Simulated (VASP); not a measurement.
Sn, 2 atoms in the cell. It takes space group Fd-3m (No. 227, cubic). Conventional cell: a = 6.467 Å, b = 6.467 Å, c = 6.467 Å, α = 90.00°, β = 90.00°, γ = 90.00°. Sn (site symmetry -43m) has 4 Sn at 2.80 Å within 3.7 Å. This isn't the form of Sn at room conditions, which is tetragonal (white tin).

```yaml
Program: VASP 6.6.1
Task: single point
Functional: r2SCANh
Potentials_or_basis: VASP PAW PBE potentials, release 64 (Sn_d)
Cutoff: 520 eV
k_mesh: 4 × 4 × 4
Occupations: fermi-dirac, width 0.05 eV
Spin: no spin polarisation
Dipole_correction: no
Grid_for_exact_exchange_PRECFOCK: Normal
Further_INCAR_settings: ALGO = Normal; EDIFF = 1e-06; NBANDS = 21
Share_of_exact_exchange: 0.1
```

Potentials or basis: VASP PAW PBE potentials, release 64 (Sn_d).

The run is started by

```sh
$ cat potpaw_PBE.64/Sn_d/POTCAR > POTCAR
$ cp INCAR.step1 INCAR
$ mpirun -np 1 vasp_std > vasp.out
$ cp INCAR.step2 INCAR
$ mpirun -np 1 vasp_std > vasp.out
```

Hardware: 1 thread of Oxide Virtual Turin-like Processor, on a shared host.

Q: How long does it take, and how much memory?

A: It took 36 min on 1 thread of Oxide Virtual Turin-like Processor (shared host), peak memory 0.2 GiB. Counts: k points 8.
